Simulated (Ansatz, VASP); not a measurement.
**BaTe: VASP beside Ansatz**

The input POSCAR:

```
BaTe
1.0
    0.0000000000      3.9141586662      3.9141586662
    3.9141586662      0.0000000000      3.9141586662
    3.9141586662      3.9141586662      0.0000000000
Ba Te
1 1
Direct
    0.0000000000      0.0000000000      0.0000000000
    0.2500000000      0.2500000000      0.2500000000
```

The input INCAR.step1:

```
SYSTEM = BaTe
PREC = Accurate
ENCUT = 520
EDIFF = 1E-5
ISMEAR = 0
SIGMA = 0.01
LREAL = .False.
LASPH = .True.
NELM = 80
ALGO = Normal
ISIF = 2
LWAVE = .True.
LCHARG = .False.
GGA = PE
NBANDS = 15
```

The input INCAR.step2:

```
SYSTEM = BaTe
PREC = Accurate
ENCUT = 520
EDIFF = 1E-7
ISMEAR = 0
SIGMA = 0.01
LREAL = .False.
LASPH = .True.
NELM = 80
ALGO = Normal
ISIF = 2
LWAVE = .False.
LCHARG = .False.
GGA = PE
LHFCALC = .True.
HFSCREEN = 0.2079
PRECFOCK = Normal
ISTART = 1
NBANDS = 15
```

Contents of KPOINTS:

```
regular mesh
0
Gamma
  4 4 4
  0 0 0
```

Input for Ansatz:

```yaml
crystal:
  lattice:
    - [0.0, 3.9141586662, 3.9141586662]
    - [3.9141586662, 0.0, 3.9141586662]
    - [3.9141586662, 3.9141586662, 0.0]
  atoms:
    - { symbol: Ba, position: [0.0, 0.0, 0.0] }
    - { symbol: Te, position: [0.25, 0.25, 0.25] }
kpoints:
  mp_grid: { grid: [4, 4, 4] }
hamiltonian:
  xc: hse06
scf:
  occupations: { method: fixed }
  n_extra_bands: 4
  exx: { ecutfock_ratio: 2 }
output:
  forces: true
  stress: true
  eigenvalues: true
```

Alike in both runs: task single point; functional HSE06; k mesh 4 × 4 × 4; no spin polarisation.

|  | VASP | Ansatz |
| --- | --- | --- |
| version | VASP 6.6.1 | Ansatz 0.2.0 |
| potentials or method | VASP PAW PBE potentials, release 64 (Ba_sv, Te) | plane waves |
| plane-wave cutoff (eV) | 520 | 420 |
| occupations | gaussian, width 0.01 eV | fixed |
| valence electrons in the cell | 16 | 26 |

```csv
,VASP,Ansatz,Ansatz less VASP
gap on the k mesh at the Fermi level (eV),3.29,3.31,+0.019
pressure (GPa),0.0,-0.1,-0.14
```

VASP's potentials hold 16 valence electrons a cell and Ansatz's 26, so a difference there can come from the potentials and not from the codes. Ansatz's warnings: stress exchange threshold loose, stress scf threshold loose.

Neither program's run includes spin-orbit coupling.
